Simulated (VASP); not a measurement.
Set up this calculation in VASP 6.6.1, as the native input.

```yaml
Task: single point
Functional: PBEsol
Potentials_or_basis: VASP PAW PBE potentials, release 64 (Se)
Cutoff: 520 eV
k_mesh: 15 × 15 × 15
Occupations: gaussian, width 0.1 eV
Spin: no spin polarisation
Dipole_correction: no
Further_INCAR_settings: ALGO = Normal; EDIFF = 1e-07; NBANDS = 16
```

The structure of Se lies in POSCAR:

```
Se
1.0
    1.8461949795      1.0659011684      6.0012259416
   -1.8461949795      1.0659011684      6.0012259416
    0.0000000000     -2.1318023368      6.0012259416
Se
3
Direct
    0.0000000000      0.0000000000      0.0000000000
    0.2461275186      0.2461275186      0.2461275186
    0.7538724814      0.7538724814      0.7538724814
```

One way to write it, as run:

INCAR

```
SYSTEM = Se
ALGO = Normal ; EDIFF = 1E-7
ENCUT = 520 ; GGA = PS
ISIF = 2 ; ISMEAR = 0
LASPH = .True. ; LCHARG = .False.
LREAL = .False. ; LWAVE = .False.
NBANDS = 16 ; NELM = 80
PREC = Accurate ; SIGMA = 0.1
```

KPOINTS

```
k-points
0
Gamma
  15 15 15
  0 0 0
```

Potentials or basis: VASP PAW PBE potentials, release 64 (Se).

Launch:

```bash
$ cat potpaw_PBE.64/Se/POTCAR > POTCAR
$ mpirun -np 1 vasp_std > vasp.out
```

Results of the run:

| Property | Result |
| --- | --- |
| Pressure | 0.1 GPa |
| Largest force | 0.013 eV/Å |
| Band gap on the k mesh | 0.18 eV (least direct gap 0.47 eV) |

Caveat: semilocal functionals underestimate gaps, and a narrow one can read as zero; the PAW data sets were made with another functional, which shifts forces and pressure a little.

Wall time 26 min on 1 thread of Intel Xeon 8259CL (shared host), peak memory 0.54 GiB.
